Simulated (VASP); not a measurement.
# BN (P1) in VASP: notebook

The runs below take BN through single point, relaxation of cell and atoms, with LDA.

Everything below comes from runs of VASP 6.6.1. Logs are shortened: lines on timing, memory, paths and dates and some standing lists are left out, and cuts for length are marked.

## 1. The cell of the first run

The typed cell holds 4 atoms: a = 2.402 Å, b = 2.511 Å, c = 6.780 Å, α = 89.47°, β = 82.24°, γ = 119.37°.

## 2. Single point, LDA (atoms moved at random and the cell strained at random)

INCAR

```
PREC     = Accurate       # precision mode
ENCUT    = 520            # plane-wave cutoff, eV
EDIFF    = 1E-6           # SCF threshold, eV
ISMEAR   = 0              # smearing method
SIGMA    = 0.05           # smearing width, eV
LREAL    = F              # projectors in reciprocal space
LASPH    = T              # aspherical terms in the spheres
NELM     = 80             # most SCF steps
ALGO     = Normal         # electronic algorithm
ISIF     = 2              # what is computed and relaxed
LWAVE    = F              # write WAVECAR
LCHARG   = F              # write CHGCAR
GGA      = CA             # functional
NBANDS   = 16             # bands
```

KPOINTS

```
Automatic mesh
0
Gamma
  12 12 4
```

POSCAR

```
BN
1.0
    2.3959750160     -0.0210490019      0.1693218674
   -1.2162164784      2.1969659510      0.0100609409
    0.4420810351      0.2855673082      6.7598446420
B N
2 2
Direct
    0.3056857222      0.6271604204      0.2439122295
    0.6581866359      0.3553389996      0.7534787082
    0.3337849648      0.6729806505      0.7449403346
    0.7023426771      0.3445199295      0.2576687277
```

Potentials or basis: VASP PAW LDA potentials, release 64 (B, N).

On the command line:

```sh
> cat potpaw_LDA.64/B/POTCAR potpaw_LDA.64/N/POTCAR > POTCAR
> mpirun -np 1 vasp_std > vasp.out
```

OUTCAR:

```text
PREC = Accurate
   ENCUT = 520
   EDIFF = 1E-6
   ISMEAR = 0
   LREAL = F
   LASPH = T
   NELM = 80
   ISIF = 2
   GGA = CA

 ion  position               nearest neighbor table
   1  0.306  0.627  0.244-   4 1.25   4 1.45   4 1.58
   2  0.658  0.355  0.753-   3 1.37   3 1.41   3 1.50
   3  0.334  0.673  0.745-   2 1.37   2 1.41   2 1.50
   4  0.702  0.345  0.258-   1 1.25   1 1.45   1 1.58

  LATTYP: Found a triclinic cell.
 ALAT       =     2.4816573028
 B/A-ratio  =     1.0118897958
 C/A-ratio  =     2.7321665886
 COS(alpha) =     0.0092635779
 COS(beta)  =     0.1399896466
 COS(gamma) =     0.5371406004

  Lattice vectors:

 A1 = (   1.1797585376,   2.1759169491,   0.1793828083)
 A2 = (  -1.2162164784,   2.1969659510,   0.0100609409)
 A3 = (   0.4420810351,   0.2855673082,   6.7598446420)

Analysis of symmetry for initial positions (statically):
=====================================================================
 Subroutine PRICEL returns:
 Original cell was already a primitive cell.

 Routine SETGRP: Setting up the symmetry group for a
 triclinic supercell.

 Subroutine GETGRP returns: Found  1 space group operations
 (whereof  1 operations were pure point group operations)
 out of a pool of  2 trial point group operations.

The static configuration has the point symmetry C_1 .

Analysis of symmetry for dynamics (positions and initial velocities):
=====================================================================
 Subroutine PRICEL returns:
 Original cell was already a primitive cell.

 Routine SETGRP: Setting up the symmetry group for a
 triclinic supercell.

 Subroutine GETGRP returns: Found  1 space group operations
 (whereof  1 operations were pure point group operations)
 out of a pool of  2 trial point group operations.

The dynamic configuration has the point symmetry C_1 .

 Subroutine INISYM returns: Found  1 space group operations
 (whereof  1 operations are pure point group operations),
 and found     1 'primitive' translations

----------------------------------------------------------------------------------------

                                     Primitive cell

  volume of cell :      35.1797

  direct lattice vectors                    reciprocal lattice vectors
     2.395975016 -0.021049002  0.169321867     0.422069521  0.233824741 -0.037480393
    -1.216216478  2.196965951  0.010060941     0.005419058  0.458263399 -0.019713576
     0.442081035  0.285567308  6.759844642    -0.010580143 -0.006538938  0.148900550

  length of vectors
     2.402042721  2.511163701  6.780301167     0.483964327  0.458719232  0.149419112

  position of ions in fractional coordinates (direct lattice)
     0.305685722  0.627160420  0.243912229
     0.658186636  0.355339000  0.753478708
     0.333784965  0.672980651  0.744940335
     0.702342677  0.344519930  0.257668728

  ion indices of the primitive-cell ions
   primitive index   ion index
                 1           1
                 2           2
                 3           3
                 4           4

----------------------------------------------------------------------------------------

 KPOINTS: Automatic mesh

Automatic generation of k-mesh.
 Grid dimensions read from file:
 generate k-points for:   12   12    4

 Generating k-lattice:

  Cartesian coordinates                     Fractional coordinates (reciprocal lattice)
     0.035172460  0.019485395 -0.003123366     0.083333333  0.000000000  0.000000000
     0.000451588  0.038188617 -0.001642798     0.000000000  0.083333333  0.000000000
    -0.002645036 -0.001634734  0.037225138    -0.000000000 -0.000000000  0.250000000

  Length of vectors
     0.040330361  0.038226603  0.037354778

  Shift w.r.t. Gamma in fractional coordinates (k-lattice)
     0.000000000  0.000000000  0.000000000

 Subroutine IBZKPT returns following result:
 ===========================================

 Found    292 irreducible k-points:

 Following reciprocal coordinates:
            Coordinates               Weight
  0.000000  0.000000  0.000000      1.000000
  0.083333  0.000000 -0.000000      2.000000
  0.166667  0.000000 -0.000000      2.000000
  0.250000  0.000000  0.000000      2.000000
  0.333333  0.000000  0.000000      2.000000
  0.416667  0.000000 -0.000000      2.000000
[... 16 lines left out ...]
  0.250000  0.166667 -0.000000      2.000000
  0.333333  0.166667 -0.000000      2.000000
 [... further k-points ...]
   k-points           NKPTS =    292   k-points in BZ     NKDIM =    292   number of bands    NBANDS=     16
   number of dos      NEDOS =    301   number of ions     NIONS =      4
   total plane-waves  NPLWV =  18000
   dimension x,y,z NGX =    18 NGY =   20 NGZ =   50
   dimension x,y,z NGXF=    36 NGYF=   40 NGZF=  100
   ions per type =               2   2
   NGX,Y,Z   is equivalent  to a cutoff of  12.46, 13.24, 12.26 a.u.
   NGXF,Y,Z  is equivalent  to a cutoff of  24.92, 26.48, 24.52 a.u.
 SYSTEM =  unknown system
   PREC   = accura    normal or accurate (medium, high low for compatibility)
   ISTART =      0    job   : 0-new  1-cont  2-samecut
   ICHARG =      2    charge: 1-file 2-atom 10-const
   ISPIN  =      1    spin polarized calculation?
   LNONCOLLINEAR =      F non collinear calculations
   LSORBIT =      F    spin-orbit coupling
   LASPH  =      T    aspherical Exc in radial PAW
   ENCUT  =  520.0 eV  38.22 Ry    6.18 a.u.   4.47  4.67 12.61*2*pi/ulx,y,z
   NELM   =     80;   NELMIN=  2; NELMDL= -5     # of ELM steps
   EDIFF  = 0.1E-05   stopping-criterion for ELM
   LREAL  =      F    real-space projection
   EDIFFG = 0.1E-04   stopping-criterion for IOM
   NSW    =      0    number of steps for IOM
   IBRION =     -1    ionic relax: 0-MD 1-quasi-New 2-CG
   NFREE  =      0    steps in history (QN), initial steepest desc. (CG)
   ISIF   =      2    stress and relaxation
   ISYM   =      2    0-nonsym 1-usesym 2-fastsym
   POTIM  = 0.5000    time-step for ionic-motion
   TEBEG  =    0.0;   TEEND  =   0.0 temperature during run
   PSTRESS=    0.0 pullay stress
   NELECT =      16.0000    total number of electrons
   NUPDOWN=      -1.0000    fix difference up-down
   EMIN   =  10.00;   EMAX   =-10.00  energy-range for DOS
   EFERMI =   0.00;   METHOD = LEGACY
   ISMEAR =     0;   SIGMA  =   0.05  broadening in eV -4-tet -1-fermi 0-gaus
   EFERMI_NEDOS =   21; number of points for ismear=-14 and -15
   IALGO  =     38    algorithm
   IMIX   =      4    mixing-type and parameters
     AMIX     =   0.40;   BMIX     =  1.00
     AMIX_MAG =   1.60;   BMIX_MAG =  1.00
  volume/ion in A,a.u.               =       8.79        59.35
  Fermi-wavevector in a.u.,A,eV,Ry     =   1.258976  2.379120 21.565517  1.585021
  Thomas-Fermi vector in A             =   2.392559
   LORBIT       =      0    0 simple, 1 ext, 2 COOP (PROOUT), +10 PAW based schemes
   GGA     = CA    functional components
   LHFCALC =     F    Hartree Fock is set to
   AEXX    =    0.0000 exact exchange contribution
   IVDW    =     0    specifies the selected vdW correction
   LEPSILON=     F    determine dielectric tensor
   LRPA    =     F    only Hartree local field effects (RPA)
 non-spin polarized calculation
 Gauss-broadening in eV      SIGMA  =   0.05
  energy-cutoff  :      520.00
  volume of cell :       35.18
 maximum number of plane-waves:       966
 NGX is ok and might be reduce to    18
   NGX =  9   NGY =  9   NGZ = 25

 number of electron      15.9999999 magnetization

 Free energy of the ion-electron system (eV)
  ---------------------------------------------------
  ext. energy  EPLUGINS =         0.00000000
  ---------------------------------------------------
  free energy    TOTEN  =       -37.47856481 eV

  energy without entropy =      -37.47856481  energy(sigma->0) =      -37.47856481

 E-fermi :   2.9286     XC(G=0): -10.5640

 val. band max:        2.7189490422   @ k =  -0.0000  -0.0000   0.5000
 cond. band min:       5.7788432202   @ k =   0.5000   0.0000   0.5000
 fundamental gap:      3.0598941780
 Fermi energy:         2.9285977967

 k-point     1 :       0.0000    0.0000    0.0000
  band No.  band energies     occupation
      1     -15.6029      2.00000
      2     -15.3092      2.00000
      3      -4.3076      2.00000
      4      -2.2150      2.00000
      5      -0.5646      2.00000
      6       0.4958      2.00000
[... 8 lines left out ...]
     15      15.9410      0.00000
     16      17.2835      0.00000

 k-point     2 :       0.0833    0.0000   -0.0000
  band No.  band energies     occupation
      1     -15.4597      2.00000
      2     -15.1750      2.00000
      3      -4.0958      2.00000
      4      -2.0431      2.00000
      5      -0.9454      2.00000
      6       0.0884      2.00000
[... 8 lines left out ...]
     15      15.5812      0.00000
     16      17.5595      0.00000

 k-point     3 :       0.1667    0.0000   -0.0000
  band No.  band energies     occupation
      1     -15.0393      2.00000
      2     -14.7789      2.00000
      3      -3.4700      2.00000
      4      -1.9902      2.00000
      5      -1.5153      2.00000
      6      -1.0487      2.00000
[... 8 lines left out ...]
     15      16.5124      0.00000
     16      17.5102      0.00000

 k-point     4 :       0.2500    0.0000    0.0000
  band No.  band energies     occupation
      1     -14.3763      2.00000
      2     -14.1432      2.00000
      3      -3.4111      2.00000
      4      -2.7320      2.00000
      5      -2.4174      2.00000
      6      -0.8541      2.00000
[... 8 lines left out ...]
     15      17.4956      0.00000
     16      18.3573      0.00000

 k-point     5 :       0.3333    0.0000    0.0000
  band No.  band energies     occupation
      1     -13.5592      2.00000
      2     -13.3212      2.00000
      3      -4.8935      2.00000
      4      -4.5197      2.00000
      5      -1.6224      2.00000
      6      -1.0783      2.00000
[... 8 lines left out ...]
     15      18.7373      0.00000
     16      20.1044      0.00000

 k-point     6 :       0.4167    0.0000   -0.0000
  band No.  band energies     occupation
      1     -12.7883      2.00000
      2     -12.4750      2.00000
      3      -6.1291      2.00000
      4      -6.0239      2.00000
      5      -2.1076      2.00000
      6      -1.2678      2.00000
[... 8 lines left out ...]
     15      17.9108      0.00000
     16      20.0884      0.00000
[... 267 lines left out ...]
 k-point    21 :       0.0833    0.1667   -0.0000
  band No.  band energies     occupation
      1     -14.6736      2.00000
      2     -14.4249      2.00000
      3      -3.0242      2.00000
      4      -2.2570      2.00000
      5      -2.0062      2.00000
      6      -1.1472      2.00000
[... 8 lines left out ...]
     15      17.4155      0.00000
     16      18.1115      0.00000

 k-point    22 :       0.1667    0.1667   -0.0000
  band No.  band energies     occupation
      1     -14.0398      2.00000
      2     -13.8221      2.00000
      3      -3.4188      2.00000
      4      -3.1699      2.00000
      5      -2.0535      2.00000
      6      -1.7824      2.00000
[... 8 lines left out ...]
     15      16.9430      0.00000
     16      18.5304      0.00000

 k-point    23 :       0.2500    0.1667   -0.0000
  band No.  band energies     occupation
      1     -13.2586      2.00000
      2     -13.0455      2.00000
      3      -4.6955      2.00000
      4      -4.4943      2.00000
      5      -2.8002      2.00000
      6      -2.2892      2.00000
[... 8 lines left out ...]
     15      17.8522      0.00000
     16      19.5191      0.00000

 k-point    24 :       0.3333    0.1667   -0.0000
  band No.  band energies     occupation
      1     -12.5249      2.00000
      2     -12.2487      2.00000
      3      -5.8241      2.00000
      4      -5.7737      2.00000
      5      -3.3568      2.00000
      6      -2.7674      2.00000
[... 8 lines left out ...]
     15      17.7396      0.00000
     16      19.7330      0.00000

 [... further k-points ...]

------------------------ aborting loop because EDIFF is reached ----------------------------------------

  FORCE on cell =-STRESS in cart. coord.  units (eV):
  Direction    XX          YY          ZZ          XY          YZ          ZX
  --------------------------------------------------------------------------------------
  -------------------------------------------------------------------------------------
  Total       12.7774544     -0.8367104     -0.2872906      3.4996753     -0.5316786      0.3318127
  in kB      581.9194851    -38.1060309    -13.0839828    159.3845824    -24.2140675     15.1116398
  external PRESSURE =     176.9098238 kB  Pullay stress =       0.0000000 kB

 VOLUME and BASIS-vectors are now :
 -----------------------------------------------------------------------------
  energy-cutoff  :      520.00
  volume of cell :       35.18
      direct lattice vectors                 reciprocal lattice vectors
     2.395975016 -0.021049002  0.169321867     0.422069521  0.233824741 -0.037480393
    -1.216216478  2.196965951  0.010060941     0.005419058  0.458263399 -0.019713576
     0.442081035  0.285567308  6.759844642    -0.010580143 -0.006538938  0.148900550

 POSITION                                       TOTAL-FORCE (eV/Angst)
 -----------------------------------------------------------------------------------
      0.07748      1.44107      1.70688         7.754907      5.998968      1.765702
      1.47793      0.98198      5.20842         1.564664     -2.336028     -0.841395
      0.31057      1.68422      5.09897        -1.542605      2.346604      0.826370
      1.37770      0.81570      1.86419        -7.776966     -6.009544     -1.750677
 -----------------------------------------------------------------------------------
    total drift:                               -0.000425     -0.000260      0.000255

  FREE ENERGIE OF THE ION-ELECTRON SYSTEM (eV)
  ---------------------------------------------------
  free  energy   TOTEN  =       -37.4785648101 eV

  energy  without entropy=      -37.4785648101  energy(sigma->0) =      -37.47856481
```

It took 2.3 min on 1 thread of AMD EPYC 9R45 (Zen 5), shared host; peak memory 0.2 GiB.

Results:

```
Free energy            : -37.4786 eV
Pressure               : 17.7 GPa
Largest force          : 9.983 eV/Å
Band gap on the k mesh : 3.06 eV (least direct gap 3.71 eV)
```

Forces in eV/Å, atoms in the order of the input:
```
B    7.755  5.999  1.766
B    1.565 -2.336 -0.841
N   -1.543  2.347  0.826
N   -7.777 -6.010 -1.751
```

Levels at points of the mesh, in eV from the valence-band top:
```tsv
k point	band 4	band 5	band 6	band 7	band 8	band 9	band 10	band 11	band 12	band 13
(0.00, 0.00, 0.00)	-4.93	-3.28	-2.22	-1.20	0.00	4.23	8.44	9.69	9.82	12.22
(0.50, 0.00, 0.00)	-9.36	-4.99	-4.17	-1.41	-0.74	3.53	4.41	9.02	9.42	12.29
(0.00, 0.50, 0.00)	-9.27	-4.72	-4.37	-2.63	-1.60	3.89	5.92	9.50	10.96	12.21
(0.50, 0.50, 0.00)	-9.41	-4.47	-4.40	-1.89	-0.89	3.49	5.25	8.48	9.67	12.24
(0.00, 0.00, 0.50)	-6.06	-3.28	-2.22	-1.20	0.00	6.06	7.22	8.63	9.93	12.47
(0.50, 0.00, 0.50)	-9.29	-4.99	-4.18	-1.44	-0.65	3.06	4.93	9.00	9.38	12.33
(0.00, 0.50, 0.50)	-9.27	-4.72	-4.37	-2.35	-1.90	4.20	5.24	10.23	10.69	12.76
(0.50, 0.50, 0.50)	-9.41	-4.47	-4.41	-1.62	-1.16	3.70	4.74	8.67	9.70	12.87
```

Caveat: the cell differs from its parent crystal (atoms moved at random and the cell strained at random); the cell stands under pressure; forces of over 1 eV/Å act on the atoms, so gaps and moduli don't describe the material at rest. A k mesh can miss the band edges.

(Part 1 of 2 ends here.)
